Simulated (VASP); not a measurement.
# SnO2 (Fm-3m) in VASP: further runs

Aim: see how the results for SnO2 move with the level of theory and the settings. Levels: PBE, LDA. Tasks: single point.

Everything below comes from runs of VASP 6.6.1. Logs are shortened: lines on timing, memory, paths and dates and some standing lists are left out, and cuts for length are marked.

### 1 The cell of the first run

Symmetry: Fm-3m, No. 225, cubic system. Conventional cell: a = 5.067 Å, b = 5.067 Å, c = 5.067 Å, α = 90.00°, β = 90.00°, γ = 90.00°. Within 2.9 Å of Sn (site symmetry m-3m) lie 8 O at 2.19 Å. Within 2.9 Å of O (site symmetry -43m) lie 4 Sn at 2.19 Å and 6 O at 2.53 Å.

### 2 Single point, PBE

INCAR reads:

```
PREC = Accurate
ENCUT = 520
EDIFF = 1E-6
ISMEAR = 0
SIGMA = 0.01
LREAL = F
LASPH = T
NELM = 80
ALGO = Normal
ISIF = 2
LWAVE = F
LCHARG = T
GGA = PE
LELF = T
LVHAR = T
NBANDS = 20
```

KPOINTS reads:

```
regular mesh
0
Gamma
  4 4 4
```

POSCAR reads:

```
SnO2
1.0
    0.0000000000      2.5334669701      2.5334669701
    2.5334669701      0.0000000000      2.5334669701
    2.5334669701      2.5334669701      0.0000000000
Sn O
1 2
Direct
    0.0000000000      0.0000000000      0.0000000000
    0.2500000000      0.2500000000      0.2500000000
    0.7500000000      0.7500000000      0.7500000000
```

Potentials or basis: VASP PAW PBE potentials, release 64 (Sn_d, O).

On the command line:

```bash
cat potpaw_PBE.64/Sn_d/POTCAR potpaw_PBE.64/O/POTCAR > POTCAR
mpirun -np 1 vasp_std > vasp.out
```

OUTCAR:

```text
PREC = Accurate
   ENCUT = 520
   EDIFF = 1E-6
   ISMEAR = 0
   LREAL = F
   LASPH = T
   NELM = 80
   ISIF = 2
   GGA = PE

 ion  position               nearest neighbor table
   1  0.000  0.000  0.000-   3 2.19   3 2.19   3 2.19   2 2.19   3 2.19   2 2.19   2 2.19   2 2.19

   2  0.250  0.250  0.250-   1 2.19   1 2.19   1 2.19   1 2.19
   3  0.750  0.750  0.750-   1 2.19   1 2.19   1 2.19   1 2.19

  LATTYP: Found a face centered cubic cell.
 ALAT       =     5.0669339402

  Lattice vectors:

 A1 = (   0.0000000000,   2.5334669701,   2.5334669701)
 A2 = (   2.5334669701,   0.0000000000,   2.5334669701)
 A3 = (   2.5334669701,   2.5334669701,   0.0000000000)

Analysis of symmetry for initial positions (statically):
=====================================================================
 Subroutine PRICEL returns:
 Original cell was already a primitive cell.

 Routine SETGRP: Setting up the symmetry group for a
 face centered cubic supercell.

 Subroutine GETGRP returns: Found 48 space group operations
 (whereof 48 operations were pure point group operations)
 out of a pool of 48 trial point group operations.

The static configuration has the point symmetry O_h .

Analysis of symmetry for dynamics (positions and initial velocities):
=====================================================================
 Subroutine PRICEL returns:
 Original cell was already a primitive cell.

 Routine SETGRP: Setting up the symmetry group for a
 face centered cubic supercell.

 Subroutine GETGRP returns: Found 48 space group operations
 (whereof 48 operations were pure point group operations)
 out of a pool of 48 trial point group operations.

The dynamic configuration has the point symmetry O_h .

 Subroutine INISYM returns: Found 48 space group operations
 (whereof 48 operations are pure point group operations),
 and found     1 'primitive' translations

----------------------------------------------------------------------------------------

                                     Primitive cell

  volume of cell :      32.5219

  direct lattice vectors                    reciprocal lattice vectors
     0.000000000  2.533466970  2.533466970    -0.197358010  0.197358010  0.197358010
     2.533466970  0.000000000  2.533466970     0.197358010 -0.197358010  0.197358010
     2.533466970  2.533466970  0.000000000     0.197358010  0.197358010 -0.197358010

  length of vectors
     3.582863349  3.582863349  3.582863349     0.341834101  0.341834101  0.341834101

  position of ions in fractional coordinates (direct lattice)
     0.000000000  0.000000000  0.000000000
     0.250000000  0.250000000  0.250000000
     0.750000000  0.750000000  0.750000000

  ion indices of the primitive-cell ions
   primitive index   ion index
                 1           1
                 2           2
                 3           3

----------------------------------------------------------------------------------------

 KPOINTS: regular mesh

Automatic generation of k-mesh.
 Grid dimensions read from file:
 generate k-points for:    4    4    4

 Generating k-lattice:

  Cartesian coordinates                     Fractional coordinates (reciprocal lattice)
    -0.049339503  0.049339503  0.049339503     0.250000000  0.000000000  0.000000000
     0.049339503 -0.049339503  0.049339503     0.000000000  0.250000000  0.000000000
     0.049339503  0.049339503 -0.049339503     0.000000000  0.000000000  0.250000000

  Length of vectors
     0.085458525  0.085458525  0.085458525

  Shift w.r.t. Gamma in fractional coordinates (k-lattice)
     0.000000000  0.000000000  0.000000000

 Subroutine IBZKPT returns following result:
 ===========================================

 Found      8 irreducible k-points:

 Following reciprocal coordinates:
            Coordinates               Weight
  0.000000  0.000000  0.000000      1.000000
  0.250000  0.000000  0.000000      8.000000
  0.500000  0.000000  0.000000      4.000000
  0.250000  0.250000  0.000000      6.000000
  0.500000  0.250000  0.000000     24.000000
 -0.250000  0.250000  0.000000     12.000000
  0.500000  0.500000  0.000000      3.000000
 -0.250000  0.500000  0.250000      6.000000
   k-points           NKPTS =      8   k-points in BZ     NKDIM =      8   number of bands    NBANDS=     20
   number of dos      NEDOS =    301   number of ions     NIONS =      3
   total plane-waves  NPLWV =  21952
   dimension x,y,z NGX =    28 NGY =   28 NGZ =   28
   dimension x,y,z NGXF=    56 NGYF=   56 NGZF=   56
   ions per type =               1   2
   NGX,Y,Z   is equivalent  to a cutoff of  12.99, 12.99, 12.99 a.u.
   NGXF,Y,Z  is equivalent  to a cutoff of  25.98, 25.98, 25.98 a.u.
 SYSTEM =  unknown system
   PREC   = accura    normal or accurate (medium, high low for compatibility)
   ISTART =      0    job   : 0-new  1-cont  2-samecut
   ICHARG =      2    charge: 1-file 2-atom 10-const
   ISPIN  =      1    spin polarized calculation?
   LNONCOLLINEAR =      F non collinear calculations
   LSORBIT =      F    spin-orbit coupling
   LASPH  =      T    aspherical Exc in radial PAW
   ENCUT  =  520.0 eV  38.22 Ry    6.18 a.u.   6.66  6.66  6.66*2*pi/ulx,y,z
   NELM   =     80;   NELMIN=  2; NELMDL= -5     # of ELM steps
   EDIFF  = 0.1E-05   stopping-criterion for ELM
   LREAL  =      F    real-space projection
   EDIFFG = 0.1E-04   stopping-criterion for IOM
   NSW    =      0    number of steps for IOM
   IBRION =     -1    ionic relax: 0-MD 1-quasi-New 2-CG
   NFREE  =      0    steps in history (QN), initial steepest desc. (CG)
   ISIF   =      2    stress and relaxation
   ISYM   =      2    0-nonsym 1-usesym 2-fastsym
   POTIM  = 0.5000    time-step for ionic-motion
   TEBEG  =    0.0;   TEEND  =   0.0 temperature during run
   PSTRESS=    0.0 pullay stress
   NELECT =      26.0000    total number of electrons
   NUPDOWN=      -1.0000    fix difference up-down
   EMIN   =  10.00;   EMAX   =-10.00  energy-range for DOS
   EFERMI =   0.00;   METHOD = LEGACY
   ISMEAR =     0;   SIGMA  =   0.01  broadening in eV -4-tet -1-fermi 0-gaus
   EFERMI_NEDOS =   21; number of points for ismear=-14 and -15
   IALGO  =     38    algorithm
   IMIX   =      4    mixing-type and parameters
     AMIX     =   0.40;   BMIX     =  1.00
     AMIX_MAG =   1.60;   BMIX_MAG =  1.00
  volume/ion in A,a.u.               =      10.84        73.16
  Fermi-wavevector in a.u.,A,eV,Ry     =   1.519407  2.871262 31.410365  2.308597
  Thomas-Fermi vector in A             =   2.628397
   LORBIT       =      0    0 simple, 1 ext, 2 COOP (PROOUT), +10 PAW based schemes
   GGA     = PE    functional components
   LHFCALC =     F    Hartree Fock is set to
   AEXX    =    0.0000 exact exchange contribution
   IVDW    =     0    specifies the selected vdW correction
   LEPSILON=     F    determine dielectric tensor
   LRPA    =     F    only Hartree local field effects (RPA)
 non-spin polarized calculation
 Gauss-broadening in eV      SIGMA  =   0.01
  energy-cutoff  :      520.00
  volume of cell :       32.52
 maximum number of plane-waves:       893
 NGX is ok and might be reduce to    28
   NGX = 13   NGY = 13   NGZ = 13

 number of electron      25.9999988 magnetization

 Free energy of the ion-electron system (eV)
  ---------------------------------------------------
  ext. energy  EPLUGINS =         0.00000000
  ---------------------------------------------------
  free energy    TOTEN  =       -17.85391323 eV

  energy without entropy =      -17.85391323  energy(sigma->0) =      -17.85391323

 E-fermi :   8.1161     XC(G=0): -11.9220

 val. band max:        8.0473753324   @ k =  -0.2500   0.5000   0.2500
 cond. band min:       8.3189939865   @ k =   0.0000   0.0000   0.0000
 fundamental gap:      0.2716186541
 Fermi energy:         8.1160688661

 k-point     1 :       0.0000    0.0000    0.0000
  band No.  band energies     occupation
      1     -12.5351      2.00000
      2     -12.5351      2.00000
      3     -12.5351      2.00000
      4     -12.3776      2.00000
      5     -12.3776      2.00000
      6     -11.6902      2.00000
[... 12 lines left out ...]
     19      23.3681      0.00000
     20      23.3681      0.00000

 k-point     2 :       0.2500    0.0000    0.0000
  band No.  band energies     occupation
      1     -12.7858      2.00000
      2     -12.4990      2.00000
      3     -12.4990      2.00000
      4     -12.3717      2.00000
      5     -12.3717      2.00000
      6     -10.9949      2.00000
[... 12 lines left out ...]
     19      23.5255      0.00000
     20      24.3257      0.00000

 k-point     3 :       0.5000    0.0000    0.0000
  band No.  band energies     occupation
      1     -13.0389      2.00000
      2     -12.4868      2.00000
      3     -12.4868      2.00000
      4     -12.3409      2.00000
      5     -12.3409      2.00000
      6      -9.5298      2.00000
[... 12 lines left out ...]
     19      23.4607      0.00000
     20      23.7552      0.00000

 k-point     4 :       0.2500    0.2500    0.0000
  band No.  band energies     occupation
      1     -12.8463      2.00000
      2     -12.4509      2.00000
      3     -12.4509      2.00000
      4     -12.4146      2.00000
      5     -12.3542      2.00000
      6     -10.9168      2.00000
[... 12 lines left out ...]
     19      24.0874      0.00000
     20      27.0961      0.00000

 k-point     5 :       0.5000    0.2500    0.0000
  band No.  band energies     occupation
      1     -12.9637      2.00000
      2     -12.5928      2.00000
      3     -12.4212      2.00000
      4     -12.4176      2.00000
      5     -12.3399      2.00000
      6      -9.6250      2.00000
[... 12 lines left out ...]
     19      24.5196      0.00000
     20      26.9587      0.00000

 k-point     6 :      -0.2500    0.2500    0.0000
  band No.  band energies     occupation
      1     -12.8112      2.00000
      2     -12.7087      2.00000
      3     -12.4428      2.00000
      4     -12.3852      2.00000
      5     -12.3822      2.00000
      6      -9.8848      2.00000
[... 12 lines left out ...]
     19      23.5121      0.00000
     20      27.1466      0.00000

 k-point     7 :       0.5000    0.5000    0.0000
  band No.  band energies     occupation
      1     -13.1297      2.00000
      2     -12.4557      2.00000
      3     -12.3620      2.00000
      4     -12.3620      2.00000
      5     -12.3308      2.00000
      6      -9.8992      2.00000
[... 12 lines left out ...]
     19      25.2768      0.00000
     20      25.8504      0.00000

 k-point     8 :      -0.2500    0.5000    0.2500
  band No.  band energies     occupation
      1     -12.8295      2.00000
      2     -12.8295      2.00000
      3     -12.4238      2.00000
      4     -12.3620      2.00000
      5     -12.3601      2.00000
      6      -8.7397      2.00000
[... 12 lines left out ...]
     19      24.9568      0.00000
     20      26.7487      0.00000

------------------------ aborting loop because EDIFF is reached ----------------------------------------

  FORCE on cell =-STRESS in cart. coord.  units (eV):
  Direction    XX          YY          ZZ          XY          YZ          ZX
  --------------------------------------------------------------------------------------
  -------------------------------------------------------------------------------------
  Total        1.9658164      1.9658164      1.9658164     -0.0000000      0.0000000      0.0000000
  in kB       96.8451340     96.8451340     96.8451340     -0.0000000      0.0000000      0.0000000
  external PRESSURE =      96.8451340 kB  Pullay stress =       0.0000000 kB

 VOLUME and BASIS-vectors are now :
 -----------------------------------------------------------------------------
  energy-cutoff  :      520.00
  volume of cell :       32.52
      direct lattice vectors                 reciprocal lattice vectors
     0.000000000  2.533466970  2.533466970    -0.197358010  0.197358010  0.197358010
     2.533466970  0.000000000  2.533466970     0.197358010 -0.197358010  0.197358010
     2.533466970  2.533466970  0.000000000     0.197358010  0.197358010 -0.197358010

 POSITION                                       TOTAL-FORCE (eV/Angst)
 -----------------------------------------------------------------------------------
      0.00000      0.00000      0.00000        -0.000000     -0.000000     -0.000000
      1.26673      1.26673      1.26673        -0.000000     -0.000000     -0.000000
      3.80020      3.80020      3.80020         0.000000      0.000000      0.000000
 -----------------------------------------------------------------------------------
    total drift:                                0.000000      0.000000      0.000000

  FREE ENERGIE OF THE ION-ELECTRON SYSTEM (eV)
  ---------------------------------------------------
  free  energy   TOTEN  =       -17.8539132313 eV

  energy  without entropy=      -17.8539132313  energy(sigma->0) =      -17.85391323
```

Wall time 16 s (1 thread of AMD EPYC 7R13, shared host); peak memory 0.12 GiB.

What came out:

- Free energy: -17.8539 eV
- Pressure: 9.7 GPa
- Band gap on the k mesh: 0.27 eV, indirect (least direct gap 1.67 eV)

Caveat: the k points lie up to 0.54 Å⁻¹ apart; spin-orbit coupling is left out, which moves the levels of the heavy elements.

### 3 Single point, PBE

INCAR reads:

```
SYSTEM = SnO2
ALGO     = Normal         ! electronic algorithm
EDIFF    = 1E-6           ! SCF threshold, eV
ENCUT    = 520            ! plane-wave cutoff, eV
GGA      = PE             ! functional
ISIF     = 2              ! what is computed and relaxed
ISMEAR   = 0              ! smearing method
LASPH    = .True.         ! aspherical terms in the spheres
LCHARG   = .True.         ! write CHGCAR
LELF     = .True.         ! ELF
LREAL    = .False.        ! projectors in reciprocal space
LVHAR    = .True.       
LWAVE    = .False.        ! write WAVECAR
NBANDS   = 20             ! bands
NELM     = 100            ! most SCF steps
PREC     = Accurate       ! precision mode
SIGMA    = 0.01           ! smearing width, eV
```

KPOINTS reads:

```
k-points
0
Gamma
  4 4 4
  0 0 0
```

POSCAR is that of step 2.

Potentials or basis: VASP PAW PBE potentials, release 64 (Sn_d, O).

On the command line:

```bash
cat potpaw_PBE.64/Sn_d/POTCAR potpaw_PBE.64/O/POTCAR > POTCAR
mpirun -np 1 vasp_std > vasp.out
```

It took 18 s on 1 thread of AMD EPYC 7R13, shared host; peak memory 0.12 GiB.

Results (log left out):

```
Free energy            : -17.8539 eV
Pressure               : 9.7 GPa
Band gap on the k mesh : 0.27 eV, indirect (least direct gap 1.67 eV)
```

Levels at points of the mesh, in eV from the valence-band top:
| k point | band 10 | band 11 | band 12 | band 13 | band 14 | band 15 | band 16 | band 17 |
| --- | --- | --- | --- | --- | --- | --- | --- | --- |
| (0.00, 0.00, 0.00) | -2.94 | -1.40 | -1.40 | -1.40 | 0.27 | 7.12 | 7.12 | 7.12 |
| (0.50, 0.00, 0.00) | -3.43 | -3.43 | -2.14 | -2.14 | 4.91 | 8.05 | 10.45 | 10.45 |
| (0.50, 0.50, 0.00) | -5.57 | -0.20 | -0.20 | -0.12 | 3.29 | 7.26 | 9.95 | 12.31 |

Caveat: the k points lie up to 0.54 Å⁻¹ apart; spin-orbit coupling is left out, which moves the levels of the heavy elements. A k mesh can miss the band edges.

### 4 Single point, LDA

INCAR reads:

```
SYSTEM = SnO2
PREC = Accurate
ENCUT = 520
EDIFF = 1E-6
ISMEAR = 0
SIGMA = 0.01
LREAL = .False.
LASPH = .True.
NELM = 100
ALGO = Normal
ISIF = 2
LWAVE = .False.
LCHARG = .False.
NBANDS = 20
```

KPOINTS reads:

```
regular mesh
0
Gamma
  4 4 4
  0 0 0
```

POSCAR is that of step 3.

Potentials or basis: VASP PAW LDA potentials, release 64 (Sn_d, O).

On the command line:

```bash
cat potpaw_LDA.64/Sn_d/POTCAR potpaw_LDA.64/O/POTCAR > POTCAR
mpirun -np 1 vasp_std > vasp.out
```

Run time: 14 s. Hardware: 1 thread of AMD EPYC 7R13, shared host; peak memory 0.11 GiB.

Results (log left out):

```
Free energy            : -20.4934 eV
Pressure               : -3.0 GPa
Band gap on the k mesh : 0.20 eV, indirect (least direct gap 1.64 eV)
```

Levels at points of the mesh, in eV from the valence-band top:
```
           k point  band 10  band 11  band 12  band 13  band 14  band 15  band 16  band 17
(0.00, 0.00, 0.00)    -2.95    -1.43    -1.43    -1.43     0.20     6.84     6.84     6.84
(0.50, 0.00, 0.00)    -3.49    -3.49    -2.16    -2.16     4.78     7.80    10.20    10.20
(0.50, 0.50, 0.00)    -5.66    -0.20    -0.20    -0.13     3.06     7.10     9.63    12.06
```

Caveat: the k points lie up to 0.54 Å⁻¹ apart; spin-orbit coupling is left out, which moves the levels of the heavy elements.
